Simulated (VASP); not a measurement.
# ScAl7N8 (wurtzite Al14Sc2N16) (P3m1) in VASP: single point with LDA

Aim: the single point of ScAl7N8 (wurtzite Al14Sc2N16) with LDA.

Program: VASP 6.6.1. These are calculated values, not measurements. Logs are shortened: lines on timing, memory, paths and dates and some standing lists are left out, and cuts for length are marked.

### 1 The cell of the first run

It takes space group P3m1 (No. 156, trigonal). The conventional cell has a = 6.285 Å, b = 6.285 Å, c = 4.964 Å, α = 90.00°, β = 90.00°, γ = 120.00°. Within 2.5 Å of Al (site symmetry m) lie 4 N at 1.87 to 1.90 Å. Within 2.5 Å of Al (site symmetry m) lie 4 N at 1.86 to 1.91 Å. Al (site symmetry 3m) has 4 N at 1.90 to 1.91 Å within 2.5 Å. Sc (site symmetry 3m) has 4 N at 2.01 to 2.10 Å within 2.7 Å. Within 2.5 Å of N (site symmetry 3m) lie 3 Al at 1.90 Å and 1 Sc at 2.10 Å. N (site symmetry m) has 3 Al at 1.86 to 1.87 Å and 1 Sc at 2.01 Å within 2.5 Å. N (site symmetry m) has 4 Al at 1.89 to 1.90 Å within 2.5 Å. Within 2.5 Å of N (site symmetry 3m) lie 4 Al at 1.91 Å.

### 2 Single point, LDA

INCAR

```
SYSTEM = ScAl7N8
PREC     = Accurate       ! precision mode
ENCUT    = 520            ! plane-wave cutoff, eV
EDIFF    = 1E-6           ! SCF threshold, eV
ISMEAR   = 0              ! smearing method
SIGMA    = 0.01           ! smearing width, eV
LREAL    = Auto         
LASPH    = .TRUE.         ! aspherical terms in the spheres
NELM     = 100            ! most SCF steps
ALGO     = Normal         ! electronic algorithm
ISIF     = 2              ! what is computed and relaxed
LWAVE    = .FALSE.        ! write WAVECAR
LCHARG   = .FALSE.        ! write CHGCAR
NBANDS   = 94             ! bands
```

KPOINTS

```
regular mesh
0
G
  4 4 3
  0 0 0
```

POSCAR

```
ScAl7N8
1.0
    6.2853775550      0.0000000000      0.0000000000
   -3.1426887775      5.4432966350      0.0000000000
    0.0000000000      0.0000000000      9.9286008763
Al Sc N
14 2 16
Direct
    0.3364613798      0.1635386202      0.2503133391
    0.3364613798      0.1635386202      0.7503133391
    0.1675864940      0.8337932470     -0.0006745080
    0.3364613798      0.6729227597      0.2503133391
    0.1675864940      0.8337932470      0.4993254920
    0.3364613798      0.6729227597      0.7503133391
    0.6662067530      0.3324135060     -0.0006745080
    0.8270772403      0.1635386202      0.2503133391
    0.6662067530      0.3324135060      0.4993254920
    0.8270772403      0.1635386202      0.7503133391
    0.6662067530      0.8337932470     -0.0006745080
    0.8333333333      0.6666666667      0.2489436932
    0.6662067530      0.8337932470      0.4993254920
    0.8333333333      0.6666666667      0.7489436932
    0.1666666667      0.3333333333     -0.0046067880
    0.1666666667      0.3333333333      0.4953932120
    0.1666666667      0.3333333333      0.2073222399
    0.3439663078      0.1560336922      0.4386980480
    0.1666666667      0.3333333333      0.7073222399
    0.3439663078      0.1560336922      0.9386980480
    0.1652578606      0.8326289303      0.1901284405
    0.3439663078      0.6879326155      0.4386980480
    0.1652578606      0.8326289303      0.6901284405
    0.3439663078      0.6879326155      0.9386980480
    0.6673710697      0.3347421394      0.1901284405
    0.8120673845      0.1560336922      0.4386980480
    0.6673710697      0.3347421394      0.6901284405
    0.8120673845      0.1560336922      0.9386980480
    0.6673710697      0.8326289303      0.1901284405
    0.8333333333      0.6666666667      0.4409448961
    0.6673710697      0.8326289303      0.6901284405
    0.8333333333      0.6666666667      0.9409448961
```

Potentials or basis: VASP PAW LDA potentials, release 64 (Al, Sc_sv, N).

Command:

```console
> cat potpaw_LDA.64/Al/POTCAR potpaw_LDA.64/Sc_sv/POTCAR potpaw_LDA.64/N/POTCAR > POTCAR
> mpirun -np 1 vasp_std > vasp.out
```

OUTCAR:

```text
SYSTEM = ScAl7N8
   PREC = Accurate
   ENCUT = 520
   EDIFF = 1E-6
   ISMEAR = 0
   LREAL = Auto
   LASPH = .TRUE.
   NELM = 100
   ISIF = 2

 ion  position               nearest neighbor table
   1  0.336  0.164  0.250-  18 1.87  17 1.90  21 1.90  25 1.90   5 3.06   9 3.06  16 3.06   3 3.07
                             7 3.07   4 3.08   8 3.08  15 3.13  12 3.14  12 3.14   4 3.20   8 3.20
   2  0.336  0.164  0.750-  20 1.87  19 1.90  23 1.90  27 1.90   3 3.06   7 3.06  15 3.06   5 3.07
                             9 3.07   6 3.08  10 3.08  16 3.13  14 3.14  14 3.14   6 3.20  10 3.20
   3  0.168  0.834  0.999-  20 1.86  24 1.86  21 1.89  32 1.91   6 3.06   2 3.06   4 3.07   1 3.07
                            12 3.07  14 3.08   7 3.13  11 3.13  15 3.14  15 3.14   7 3.15  11 3.15
   4  0.336  0.673  0.250-  22 1.87  17 1.90  21 1.90  29 1.90   5 3.06  13 3.06  16 3.06   3 3.07
                            11 3.07   8 3.08   1 3.08  15 3.13  12 3.14  12 3.14   1 3.20   8 3.20
   5  0.168  0.834  0.499-  18 1.86  22 1.86  23 1.89  30 1.91   4 3.06   1 3.06   6 3.07   2 3.07
                            14 3.07  12 3.08   9 3.13  13 3.13  16 3.14  16 3.14   9 3.15  13 3.15
   6  0.336  0.673  0.750-  24 1.87  19 1.90  23 1.90  31 1.90   3 3.06  11 3.06  15 3.06   5 3.07
                            13 3.07  10 3.08   2 3.08  16 3.13  14 3.14  14 3.14   2 3.20  10 3.20
   7  0.666  0.332  0.999-  20 1.86  28 1.86  25 1.89  32 1.91  10 3.06   2 3.06   8 3.07   1 3.07
                            12 3.07  14 3.08   3 3.13  11 3.13  15 3.14  15 3.14  11 3.15   3 3.15
   8  0.827  0.164  0.250-  26 1.87  17 1.90  25 1.90  29 1.90   9 3.06  13 3.06  16 3.06   7 3.07
                            11 3.07   4 3.08   1 3.08  15 3.13  12 3.14  12 3.14   4 3.20   1 3.20
   9  0.666  0.332  0.499-  18 1.86  26 1.86  27 1.89  30 1.91   8 3.06   1 3.06  10 3.07   2 3.07
[... 38 lines left out ...]
 A1 = (   6.2853775550,   0.0000000000,   0.0000000000)
 A2 = (  -3.1426887775,   5.4432966350,   0.0000000000)
 A3 = (   0.0000000000,   0.0000000000,   9.9286008763)

Analysis of symmetry for initial positions (statically):
=====================================================================
 Subroutine PRICEL returns following result:

  LATTYP: Found a hexagonal cell.
 ALAT       =     6.2853775550
 C/A-ratio  =     0.7898173809

  Lattice vectors:

 A1 = (   6.2853775550,   0.0000000000,   0.0000000000)
 A2 = (  -3.1426887775,   5.4432966350,   0.0000000000)
 A3 = (   0.0000000000,   0.0000000000,   4.9643004382)

   2 primitive cells build up your supercell.

 Routine SETGRP: Setting up the symmetry group for a
 hexagonal supercell.

 Subroutine GETGRP returns: Found  6 space group operations
 (whereof  2 operations were pure point group operations)
 out of a pool of 24 trial point group operations.

The static configuration has the point symmetry C_1h.
 The point group associated with its full space group is C_3v.

Analysis of symmetry for dynamics (positions and initial velocities):
=====================================================================
 Subroutine PRICEL returns following result:

  LATTYP: Found a hexagonal cell.
 ALAT       =     6.2853775550
 C/A-ratio  =     0.7898173809

  Lattice vectors:

 A1 = (   6.2853775550,   0.0000000000,   0.0000000000)
 A2 = (  -3.1426887775,   5.4432966350,   0.0000000000)
 A3 = (   0.0000000000,   0.0000000000,   4.9643004382)

   2 primitive cells build up your supercell.

 Routine SETGRP: Setting up the symmetry group for a
 hexagonal supercell.

 Subroutine GETGRP returns: Found  6 space group operations
 (whereof  2 operations were pure point group operations)
 out of a pool of 24 trial point group operations.

The dynamic configuration has the point symmetry C_1h.
 The point group associated with its full space group is C_3v.

 Subroutine INISYM returns: Found  6 space group operations
 (whereof  2 operations are pure point group operations),
 and found     2 'primitive' translations

----------------------------------------------------------------------------------------

                                     Primitive cell

  volume of cell :     169.8445

  direct lattice vectors                    reciprocal lattice vectors
     6.285377555  0.000000000  0.000000000     0.159099432  0.091856100  0.000000000
    -3.142688778  5.443296635  0.000000000     0.000000000  0.183712200  0.000000000
     0.000000000  0.000000000  4.964300438     0.000000000  0.000000000  0.201438251

  length of vectors
     6.285377555  6.285377555  4.964300438     0.183712200  0.183712200  0.201438251

  position of ions in fractional coordinates (direct lattice)
     0.336461380  0.163538620  0.500626678
     0.167586494  0.833793247  0.998650984
     0.336461380  0.672922760  0.500626678
     0.666206753  0.332413506  0.998650984
     0.827077240  0.163538620  0.500626678
     0.666206753  0.833793247  0.998650984
[... 8 lines left out ...]
     0.667371070  0.832628930  0.380256881
     0.833333333  0.666666667  0.881889792

  ion indices of the primitive-cell ions
   primitive index   ion index
                 1           1
                 2           5
                 3           4
                 4           9
                 5           8
                 6          13
[... 8 lines left out ...]
                15          29
                16          30

----------------------------------------------------------------------------------------

 KPOINTS: regular mesh

Automatic generation of k-mesh.
 Grid dimensions read from file:
 generate k-points for:    4    4    3

 Generating k-lattice:

  Cartesian coordinates                     Fractional coordinates (reciprocal lattice)
     0.039774858  0.022964025  0.000000000     0.250000000  0.000000000  0.000000000
     0.000000000  0.045928050  0.000000000     0.000000000  0.250000000  0.000000000
     0.000000000  0.000000000  0.033573042     0.000000000  0.000000000  0.333333333

  Length of vectors
     0.045928050  0.045928050  0.033573042

  Shift w.r.t. Gamma in fractional coordinates (k-lattice)
     0.000000000  0.000000000  0.000000000

 Subroutine IBZKPT returns following result:
 ===========================================

 Found      9 irreducible k-points:

 Following reciprocal coordinates:
            Coordinates               Weight
  0.000000  0.000000  0.000000      1.000000
  0.250000  0.000000  0.000000      6.000000
  0.500000  0.000000  0.000000      3.000000
  0.250000  0.250000  0.000000      6.000000
  0.000000  0.000000  0.333333      2.000000
  0.250000  0.000000  0.333333      6.000000
  0.000000  0.250000  0.333333      6.000000
  0.500000  0.000000  0.333333      6.000000
  0.250000  0.250000  0.333333     12.000000
   k-points           NKPTS =      9   k-points in BZ     NKDIM =      9   number of bands    NBANDS=     94
   number of dos      NEDOS =    301   number of ions     NIONS =     32
   total plane-waves  NPLWV = 184320
   dimension x,y,z NGX =    48 NGY =   48 NGZ =   80
   dimension x,y,z NGXF=    96 NGYF=   96 NGZF=  160
   ions per type =              14   2  16
   NGX,Y,Z   is equivalent  to a cutoff of  12.70, 12.70, 13.40 a.u.
   NGXF,Y,Z  is equivalent  to a cutoff of  25.39, 25.39, 26.79 a.u.
 SYSTEM =  ScAl7N8
   PREC   = accura    normal or accurate (medium, high low for compatibility)
   ISTART =      0    job   : 0-new  1-cont  2-samecut
   ICHARG =      2    charge: 1-file 2-atom 10-const
   ISPIN  =      1    spin polarized calculation?
   LNONCOLLINEAR =      F non collinear calculations
   LSORBIT =      F    spin-orbit coupling
   LASPH  =      T    aspherical Exc in radial PAW
   ENCUT  =  520.0 eV  38.22 Ry    6.18 a.u.  11.69 11.69 18.46*2*pi/ulx,y,z
   NELM   =    100;   NELMIN=  2; NELMDL= -5     # of ELM steps
   EDIFF  = 0.1E-05   stopping-criterion for ELM
   LREAL  =      T    real-space projection
   EDIFFG = 0.1E-04   stopping-criterion for IOM
   NSW    =      0    number of steps for IOM
   IBRION =     -1    ionic relax: 0-MD 1-quasi-New 2-CG
   NFREE  =      0    steps in history (QN), initial steepest desc. (CG)
   ISIF   =      2    stress and relaxation
   ISYM   =      2    0-nonsym 1-usesym 2-fastsym
   POTIM  = 0.5000    time-step for ionic-motion
   TEBEG  =    0.0;   TEEND  =   0.0 temperature during run
   PSTRESS=    0.0 pullay stress
   NELECT =     144.0000    total number of electrons
   NUPDOWN=      -1.0000    fix difference up-down
   EMIN   =  10.00;   EMAX   =-10.00  energy-range for DOS
   EFERMI =   0.00;   METHOD = LEGACY
   ISMEAR =     0;   SIGMA  =   0.01  broadening in eV -4-tet -1-fermi 0-gaus
   EFERMI_NEDOS =   21; number of points for ismear=-14 and -15
   IALGO  =     38    algorithm
   IMIX   =      4    mixing-type and parameters
     AMIX     =   0.40;   BMIX     =  1.00
     AMIX_MAG =   1.60;   BMIX_MAG =  1.00
  volume/ion in A,a.u.               =      10.62        71.64
  Fermi-wavevector in a.u.,A,eV,Ry     =   1.229802  2.323989 20.577627  1.512413
  Thomas-Fermi vector in A             =   2.364675
   LORBIT       =      0    0 simple, 1 ext, 2 COOP (PROOUT), +10 PAW based schemes
   GGA     = CA    functional components
   LHFCALC =     F    Hartree Fock is set to
   AEXX    =    0.0000 exact exchange contribution
   IVDW    =     0    specifies the selected vdW correction
   LEPSILON=     F    determine dielectric tensor
   LRPA    =     F    only Hartree local field effects (RPA)
 non-spin polarized calculation
 Gauss-broadening in eV      SIGMA  =   0.01
  energy-cutoff  :      520.00
  volume of cell :      339.69
 maximum number of plane-waves:      9157
 NGX is ok and might be reduce to    48
   NGX = 23   NGY = 23   NGZ = 37

 number of electron     144.0000025 magnetization

 Free energy of the ion-electron system (eV)
  ---------------------------------------------------
  ext. energy  EPLUGINS =         0.00000000
  ---------------------------------------------------
  free energy    TOTEN  =      -267.52522979 eV

  energy without entropy =     -267.52522979  energy(sigma->0) =     -267.52522979

 E-fermi :   5.6166     XC(G=0): -11.3261

 val. band max:        5.5387163324   @ k =   0.0000   0.0000   0.0000
 cond. band min:       9.7514655368   @ k =   0.2500   0.2500   0.0000
 fundamental gap:      4.2127492044
 Fermi energy:         5.6165591709

 k-point     1 :       0.0000    0.0000    0.0000
  band No.  band energies     occupation
      1     -40.4087      2.00000
      2     -40.4086      2.00000
      3     -19.6170      2.00000
      4     -19.6170      2.00000
      5     -19.6161      2.00000
      6     -19.6161      2.00000
[... 772 lines left out ...]
     83      11.7494      0.00000
     84      11.9265      0.00000
 [bands above 84 left out]

------------------------ aborting loop because EDIFF is reached ----------------------------------------

  FORCE on cell =-STRESS in cart. coord.  units (eV):
  Direction    XX          YY          ZZ          XY          YZ          ZX
  --------------------------------------------------------------------------------------
  -------------------------------------------------------------------------------------
  Total        1.5297355      1.5297355      1.4984913      0.0000000     -0.0000000      0.0000000
  in kB        7.2151521      7.2151521      7.0677859      0.0000000     -0.0000000      0.0000000
  external PRESSURE =       7.1660301 kB  Pullay stress =       0.0000000 kB

 VOLUME and BASIS-vectors are now :
 -----------------------------------------------------------------------------
  energy-cutoff  :      520.00
  volume of cell :      339.69
      direct lattice vectors                 reciprocal lattice vectors
     6.285377555  0.000000000  0.000000000     0.159099432  0.091856100  0.000000000
    -3.142688778  5.443296635  0.000000000     0.000000000  0.183712200  0.000000000
     0.000000000  0.000000000  9.928600876     0.000000000  0.000000000  0.100719126

 POSITION                                       TOTAL-FORCE (eV/Angst)
 -----------------------------------------------------------------------------------
      1.60084      0.89019      2.48526        -0.000552      0.000319     -0.012318
      1.60084      0.89019      7.44956        -0.000552      0.000319     -0.012318
     -1.56701      4.53858      9.92190        -0.010576     -0.006106      0.001786
     -0.00000      3.66292      2.48526        -0.000000     -0.000638     -0.012318
     -1.56701      4.53858      4.95760        -0.010576     -0.006106      0.001786
     -0.00000      3.66292      7.44956        -0.000000     -0.000638     -0.012318
[... 24 lines left out ...]
      1.57799      4.53225      6.85201         0.002575     -0.001487      0.002627
      3.14269      3.62886      9.34227        -0.000000     -0.000000      0.006996
 -----------------------------------------------------------------------------------
    total drift:                                0.000000     -0.000001      0.002211

  FREE ENERGIE OF THE ION-ELECTRON SYSTEM (eV)
  ---------------------------------------------------
  free  energy   TOTEN  =      -267.5252297927 eV

  energy  without entropy=     -267.5252297927  energy(sigma->0) =     -267.52522979
```

Wall time 14 min (1 thread of Intel Xeon Platinum 8259CL at 2.50GHz (Skylake/Cascade Lake), shared host); peak memory 0.45 GiB.

What came out:

```
Free energy            : -267.5252 eV
Pressure               : 0.7 GPa
Largest force          : 0.051 eV/Å
Band gap on the k mesh : 4.21 eV
```

Forces in eV/Å, atoms in the order of the input:
```
Al  -0.001  0.000 -0.012
Al  -0.001  0.000 -0.012
Al  -0.011 -0.006  0.002
Al   0.000 -0.001 -0.012
Al  -0.011 -0.006  0.002
Al   0.000 -0.001 -0.012
Al   0.000  0.012  0.002
Al   0.001  0.000 -0.012
Al   0.000  0.012  0.002
Al   0.001  0.000 -0.012
Al   0.011 -0.006  0.002
Al   0.000  0.000 -0.003
Al   0.011 -0.006  0.002
Al   0.000  0.000 -0.003
Sc   0.000  0.000  0.021
Sc   0.000  0.000  0.021
N    0.000  0.000  0.033
N    0.043 -0.025 -0.011
N    0.000  0.000  0.033
N    0.043 -0.025 -0.011
N   -0.003 -0.001  0.003
N    0.000  0.050 -0.011
N   -0.003 -0.001  0.003
N    0.000  0.050 -0.011
N    0.000  0.003  0.003
N   -0.043 -0.025 -0.011
N    0.000  0.003  0.003
N   -0.043 -0.025 -0.011
N    0.003 -0.001  0.003
N    0.000  0.000  0.007
N    0.003 -0.001  0.003
N    0.000  0.000  0.007
```

A k mesh can miss the band edges. LDA gaps usually lie below the measured ones, often by a third to a half.
